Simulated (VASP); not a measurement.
Runs of VASP 6.6.1 on Zr2SbN. The structure is that of space group P4/mmm (No. 123), or close to it. The cells are those of the table. 

| task | cell | cutoff (eV) | smearing | gap on the mesh (eV) | pressure (GPa) | relaxed volume (Å³/atom) |
| --- | --- | --- | --- | --- | --- | --- |
| relaxation of cell and atoms | relaxed from a = 3.716, b = 3.716, c = 5.291 Å, 4 atoms | 600 | gaussian 0.1 eV | none | 0.0 | (a) |
| single point | a = 3.723, b = 3.723, c = 5.295 Å, 4 atoms | 520 | fermi-dirac 0.15 eV | none | 0.3 | - |
| relaxation of cell and atoms | relaxed from a = 3.721, b = 3.721, c = 5.294 Å, 4 atoms | 600 | fermi-dirac 0.15 eV | none | 0.0 | 18.40 |
| electric field gradients | a = 3.723, b = 3.723, c = 5.295 Å, 4 atoms | 520 | fermi-dirac 0.15 eV | none | 0.3 | - |

Alike in all rows: level LDA; potentials or basis VASP PAW LDA potentials, release 64 (Zr_sv, Sb, N); no spin polarisation; k mesh 12 × 12 × 8.

Problem. Estimate the missing entries.

Solution. (a) 18.37.

Caveats: spin-orbit coupling is left out, which moves the levels of the heavy elements.

A k mesh can miss the band edges, and the runs leave out spin-orbit coupling on Sb, Zr.

A gap of «none» marks levels without a gap at the run's occupations.
